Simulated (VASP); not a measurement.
Runs of VASP 6.6.1 on TaOs. The structure is that of space group P-6m2 (No. 187), or close to it. The cells are those of the table. The cell was generated, and may not be a known phase.

```csv
task,spin,cell,k mesh,cutoff (eV),gap on the mesh (eV),pressure (GPa)
relaxation of cell and atoms,off,"relaxed from a = 2.859, b = 2.859, c = 4.572 Å, angles 90.0, 90.0, 120.0°, 2 atoms",24 × 24 × 12,600,none,0.0
single point,collinear,"a = 2.859, b = 2.859, c = 4.572 Å, angles 90.0, 90.0, 120.0°, 2 atoms",6 × 6 × 4,520,none,-1.5
single point,off,"a = 2.898, b = 2.898, c = 4.454 Å, angles 90.0, 90.0, 120.0°, 2 atoms",24 × 24 × 12,520,none,0.1
single point,off,"a = 2.859, b = 2.859, c = 4.572 Å, angles 90.0, 90.0, 120.0°, 2 atoms",6 × 6 × 4,520,none,(a)
```

Alike in all rows: level PBE; potentials or basis VASP PAW PBE potentials, release 64 (Ta_pv, Os); smearing gaussian 0.1 eV.

Question: Fill in the values left out.

Answer: (a) -1.6.

Caveats: some runs use coarse meshes; spin-orbit coupling is left out, which moves the levels of the heavy elements.

A k mesh can miss the band edges, and the runs leave out spin-orbit coupling on Os, Ta.

A gap of «none» marks levels without a gap at the run's occupations.
